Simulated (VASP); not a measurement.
Set up this calculation in VASP 6.6.1, as the native input.

```
Task                   : single point
Functional             : PBE
Potentials or basis    : VASP PAW PBE potentials, release 64 (Fe, Pt)
Cutoff                 : 600 eV
k mesh                 : 8 × 8 × 4
Occupations            : gaussian, width 0.1 eV
Spin                   : collinear spin, ferromagnetic start
Starting moments       : [4.0, 0.0] μB
Dipole correction      : no
Further INCAR settings : ALGO = Normal; EDIFF = 1e-06; NBANDS = 20
```

The structure of FePt lies in POSCAR:

```
FePt
1.0
    1.5079479200     -2.1325604100      0.0000000000
    1.5079479200      2.1325604100      0.0000000000
    0.0000000000      0.0000000000      4.2651208100
Fe Pt
1 1
Direct
    0.0000000000      0.0000000000      0.0000000000
    0.5000000000      0.5000000000      0.5000000000
```

These files were run (other wordings do the same):

INCAR

```
SYSTEM = FePt
ALGO     = Normal         ! electronic algorithm
EDIFF    = 1E-6           ! SCF threshold, eV
ENCUT    = 600            ! plane-wave cutoff, eV
GGA      = PE             ! functional
GGA_COMPAT= .FALSE.      
ISIF     = 2              ! what is computed and relaxed
ISMEAR   = 0              ! smearing method
ISPIN    = 2              ! spin polarisation
LASPH    = .TRUE.         ! aspherical terms in the spheres
LCHARG   = .FALSE.        ! write CHGCAR
LMAXMIX  = 4              ! l up to which the mixer works
LORBIT   = 11             ! projections on sites
LREAL    = .FALSE.        ! projectors in reciprocal space
LWAVE    = .FALSE.        ! write WAVECAR
MAGMOM   = 4 0            ! initial moments
NBANDS   = 20             ! bands
NELM     = 200            ! most SCF steps
PREC     = Accurate       ! precision mode
SIGMA    = 0.1            ! smearing width, eV
```

KPOINTS

```
k-points
0
G
  8 8 4
  0 0 0
```

Potentials or basis: VASP PAW PBE potentials, release 64 (Fe, Pt).

Command:

```sh
$ cat potpaw_PBE.64/Fe/POTCAR potpaw_PBE.64/Pt/POTCAR > POTCAR
$ mpirun -np 1 vasp_std > vasp.out
```

Results of the run:

The pressure is 10.5 GPa. The net moment is 3.26 μB per cell, the site moments are Fe +2.94; Pt +0.29 μB and the valence electrons inside the program's atomic spheres are Fe 6.98; Pt 9.51.

Caveat: the k points lie up to 0.37 Å⁻¹ apart.

Run time: 42 s on 1 thread of Intel(R) Xeon(R) 6975P-C (Granite Rapids) (shared host), peak memory 0.22 GiB.
